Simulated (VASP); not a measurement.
# SnGeH6 (R-3) in VASP: single point with PBEsol

Aim: the single point of SnGeH6 with PBEsol.

Everything below comes from runs of VASP 6.6.1. Logs are shortened: lines on timing, memory, paths and dates and some standing lists are left out, and cuts for length are marked.

**1. The cell of the first run**

The typed cell holds 8 atoms: a = 5.281 Å, b = 5.281 Å, c = 5.281 Å, α = 59.94°, β = 59.94°, γ = 59.94°.

**2. Single point, PBEsol**

The input, INCAR:

```
PREC = Accurate
ENCUT = 500
EDIFF = 1E-6
ISMEAR = -1
SIGMA = 0.03
LREAL = F
LASPH = T
NELM = 120
ALGO = Normal
ISIF = 2
LWAVE = F
LCHARG = F
GGA = PS
NBANDS = 27
GGA_COMPAT = F
```

The input, KPOINTS:

```
regular mesh
0
Gamma
  6 6 6
```

The input, POSCAR:

```
SnGeH6
1.0
    2.6379633499      1.5230288502      4.3134591275
   -2.6379633499      1.5230288502      4.3134591275
    0.0000000000     -3.0460577004      4.3134591275
Sn Ge H
1 1 6
Direct
    0.5000000000      0.5000000000      0.5000000000
    0.0000000000      0.0000000000      0.0000000000
    0.7659383623      0.7653201569      0.2344355462
    0.7653201569      0.2344355462      0.7659383623
    0.7655644538      0.2340616377      0.2346798431
    0.2346798431      0.7655644538      0.2340616377
    0.2340616377      0.2346798431      0.7655644538
    0.2344355462      0.7659383623      0.7653201569
```

Potentials or basis: VASP PAW PBE potentials, release 64 (Sn_d, Ge_d, H).

The run is started by

```console
$ cat potpaw_PBE.64/Sn_d/POTCAR potpaw_PBE.64/Ge_d/POTCAR potpaw_PBE.64/H/POTCAR > POTCAR
$ mpirun -np 1 vasp_std > vasp.out
```

OUTCAR:

```text
PREC = Accurate
   ENCUT = 500
   EDIFF = 1E-6
   ISMEAR = -1
   LREAL = F
   LASPH = T
   NELM = 120
   ISIF = 2
   GGA = PS

 ion  position               nearest neighbor table
   1  0.500  0.500  0.500-   5 1.98   8 1.98   6 1.98   4 1.98   7 1.98   3 1.98
   2  0.000  0.000  0.000-   4 1.75   6 1.75   5 1.75   8 1.75   7 1.75   3 1.75
   3  0.766  0.765  0.234-   2 1.75   1 1.98
   4  0.765  0.234  0.766-   2 1.75   1 1.98
   5  0.766  0.234  0.235-   2 1.75   1 1.98
   6  0.235  0.766  0.234-   2 1.75   1 1.98
   7  0.234  0.235  0.766-   2 1.75   1 1.98
   8  0.234  0.766  0.765-   2 1.75   1 1.98

  LATTYP: Found a trigonal (rhomboedric) cell.
 ALAT       =     5.2805678822
 COS(alpha) =     0.5008785310

  Lattice vectors:

 A1 = (   2.6379633499,   1.5230288502,   4.3134591275)
 A2 = (  -2.6379633499,   1.5230288502,   4.3134591275)
 A3 = (   0.0000000000,  -3.0460577004,   4.3134591275)

Analysis of symmetry for initial positions (statically):
=====================================================================
 Subroutine PRICEL returns:
 Original cell was already a primitive cell.

 Routine SETGRP: Setting up the symmetry group for a
 trigonal (rhombohedral) supercell.

 Subroutine GETGRP returns: Found  6 space group operations
 (whereof  6 operations were pure point group operations)
 out of a pool of 12 trial point group operations.

The static configuration has the point symmetry S_6 .

Analysis of symmetry for dynamics (positions and initial velocities):
=====================================================================
 Subroutine PRICEL returns:
 Original cell was already a primitive cell.

 Routine SETGRP: Setting up the symmetry group for a
 trigonal (rhombohedral) supercell.

 Subroutine GETGRP returns: Found  6 space group operations
 (whereof  6 operations were pure point group operations)
 out of a pool of 12 trial point group operations.

The dynamic configuration has the point symmetry S_6 .

 Subroutine INISYM returns: Found  6 space group operations
 (whereof  6 operations are pure point group operations),
 and found     1 'primitive' translations

----------------------------------------------------------------------------------------

                                     Primitive cell
[... 105 lines left out ...]
   EDIFFG = 0.1E-04   stopping-criterion for IOM
   NSW    =      0    number of steps for IOM
   IBRION =     -1    ionic relax: 0-MD 1-quasi-New 2-CG
   NFREE  =      0    steps in history (QN), initial steepest desc. (CG)
   ISIF   =      2    stress and relaxation
   ISYM   =      2    0-nonsym 1-usesym 2-fastsym
   POTIM  = 0.5000    time-step for ionic-motion
   TEBEG  =    0.0;   TEEND  =   0.0 temperature during run
   PSTRESS=    0.0 pullay stress
   NELECT =      34.0000    total number of electrons
   NUPDOWN=      -1.0000    fix difference up-down
   EMIN   =  10.00;   EMAX   =-10.00  energy-range for DOS
   EFERMI =   0.00;   METHOD = LEGACY
   ISMEAR =    -1;   SIGMA  =   0.03  broadening in eV -4-tet -1-fermi 0-gaus
   EFERMI_NEDOS =   21; number of points for ismear=-14 and -15
   IALGO  =     38    algorithm
   IMIX   =      4    mixing-type and parameters
     AMIX     =   0.40;   BMIX     =  1.00
     AMIX_MAG =   1.60;   BMIX_MAG =  1.00
  volume/ion in A,a.u.               =      13.00        87.71
  Fermi-wavevector in a.u.,A,eV,Ry     =   1.127846  2.131320 17.307113  1.272037
  Thomas-Fermi vector in A             =   2.264534
   LORBIT       =      0    0 simple, 1 ext, 2 COOP (PROOUT), +10 PAW based schemes
   GGA     = PS    functional components
   LHFCALC =     F    Hartree Fock is set to
   AEXX    =    0.0000 exact exchange contribution
   IVDW    =     0    specifies the selected vdW correction
   LEPSILON=     F    determine dielectric tensor
   LRPA    =     F    only Hartree local field effects (RPA)
 non-spin polarized calculation
  energy-cutoff  :      500.00
  volume of cell :      103.98
 maximum number of plane-waves:      2685
 NGX is ok and might be reduce to    40
   NGX = 19   NGY = 19   NGZ = 19

 number of electron      34.0000024 magnetization

 Free energy of the ion-electron system (eV)
  ---------------------------------------------------
  ext. energy  EPLUGINS =         0.00000000
  ---------------------------------------------------
  free energy    TOTEN  =       -26.40384786 eV

  energy without entropy =      -26.40062602  energy(sigma->0) =      -26.40223694

 E-fermi :   2.4231     XC(G=0):  -8.0795

 val. band max:        2.2797584466   @ k =   0.5000   0.3333   0.3333
 cond. band min:       2.4820639769   @ k =   0.3333  -0.1667  -0.3333
 fundamental gap:      0.2023055302
 Fermi energy:         2.4231453699

 k-point     1 :       0.0000    0.0000    0.0000
  band No.  band energies     occupation
      1     -22.6250      2.00000
      2     -22.6250      2.00000
      3     -22.5644      2.00000
      4     -22.5644      2.00000
      5     -22.5644      2.00000
      6     -19.5022      2.00000
[... 709 lines left out ...]
     26      10.9223      0.00000
     27      11.9372      0.00000

 [... further k-points ...]

------------------------ aborting loop because EDIFF is reached ----------------------------------------

  FORCE on cell =-STRESS in cart. coord.  units (eV):
  Direction    XX          YY          ZZ          XY          YZ          ZX
  --------------------------------------------------------------------------------------
  -------------------------------------------------------------------------------------
  Total       -0.0867122     -0.0867122     -0.1013883     -0.0000000      0.0000000     -0.0000000
  in kB       -1.3360938     -1.3360938     -1.5622279     -0.0000006      0.0000000     -0.0000000
  external PRESSURE =      -1.4114718 kB  Pullay stress =       0.0000000 kB

 VOLUME and BASIS-vectors are now :
 -----------------------------------------------------------------------------
  energy-cutoff  :      500.00
  volume of cell :      103.98
      direct lattice vectors                 reciprocal lattice vectors
     2.637963350  1.523028850  4.313459127     0.189540162  0.109431063  0.077277499
    -2.637963350  1.523028850  4.313459127    -0.189540162  0.109431063  0.077277499
     0.000000000 -3.046057700  4.313459127     0.000000000 -0.218862127  0.077277499

 POSITION                                       TOTAL-FORCE (eV/Angst)
 -----------------------------------------------------------------------------------
      0.00000      0.00000      6.47019         0.000000     -0.000000      0.000000
      0.00000      0.00000      0.00000         0.000000     -0.000000      0.000000
      0.00163      1.61805      7.61625        -0.000381      0.003410      0.002345
      1.40045     -0.81044      7.61625         0.003144     -0.001375      0.002345
      1.40208      0.80761      5.32413         0.002763      0.002035     -0.002345
     -1.40045      0.81044      5.32413        -0.003144      0.001375     -0.002345
     -0.00163     -1.61805      5.32413         0.000381     -0.003410     -0.002345
     -1.40208     -0.80761      7.61625        -0.002763     -0.002035      0.002345
 -----------------------------------------------------------------------------------
    total drift:                               -0.000000      0.000000     -0.000000

  FREE ENERGIE OF THE ION-ELECTRON SYSTEM (eV)
  ---------------------------------------------------
  free  energy   TOTEN  =       -26.4038478570 eV

  energy  without entropy=      -26.4006260227  energy(sigma->0) =      -26.40223694
```

Wall time 63 s (1 thread of AMD EPYC 9R45 (Zen 5), shared host); peak memory 0.27 GiB.

What came out:

| Item | Value |
| --- | --- |
| Free energy | -26.4038 eV |
| Pressure | -0.1 GPa |
| Largest force | 0.004 eV/Å |
| Band gap on the k mesh | zero (bands 17 and 18 overlap by 3.44 eV) |

Forces on the atoms (eV/Å):
```
Sn   0.000  0.000  0.000
Ge   0.000  0.000  0.000
H    0.000  0.003  0.002
H    0.003 -0.001  0.002
H    0.003  0.002 -0.002
H   -0.003  0.001 -0.002
H    0.000 -0.003 -0.002
H   -0.003 -0.002  0.002
```

Caveat: the PAW data sets were made with another functional, which shifts forces and pressure a little; spin-orbit coupling is left out, which moves the levels of the heavy elements.
